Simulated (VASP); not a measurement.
Set up this calculation in VASP 6.6.1, as the native input.

```yaml
Task: single point
Functional: PBE
Potentials_or_basis: VASP PAW PBE potentials, release 64 (Zr_sv)
Cutoff: 520 eV
k_mesh: 15 × 15 × 1
Occupations: fermi-dirac, width 0.08 eV
Spin: no spin polarisation
Dipole_correction: yes
Further_INCAR_settings: ALGO = Normal; EDIFF = 1e-07; NBANDS = 12
```

The structure of Zr lies in POSCAR:

```
Zr
1.0
    3.2310992960      0.0000000000      0.0000000000
   -1.6155496480      2.7982140725      0.0000000000
    0.0000000000      0.0000000000     13.0000000000
Zr
1
Direct
    0.0000000000      0.0000000000      0.5000000000
```

One way to write it, as run:

INCAR

```
  PREC = Accurate
  ENCUT = 520
  EDIFF = 1E-7
  ISMEAR = -1
  SIGMA = 0.08
  LREAL = F
  LASPH = T
  NELM = 80
  ALGO = Normal
  ISIF = 2
  LWAVE = F
  LCHARG = F
  LDIPOL = T
  IDIPOL = 3
  DIPOL = 0.5 0.5 0.500
  GGA = PE
  NBANDS = 12
```

KPOINTS

```
Automatic mesh
0
Gamma
  15 15 1
```

Potentials or basis: VASP PAW PBE potentials, release 64 (Zr_sv).

The run is started by

```console
$ cat potpaw_PBE.64/Zr_sv/POTCAR > POTCAR
$ mpirun -np 1 vasp_std > vasp.out
```

Results of the run:

```yaml
Band_gap_on_the_k_mesh: zero (band 6 reaches -1.03 eV, above the bottom of band 7 at -1.49 eV)
```

Run time: 43 s on 1 thread of AMD EPYC 7R43 64-Core Processor (Zen 3), on a shared host, peak memory 0.19 GiB.
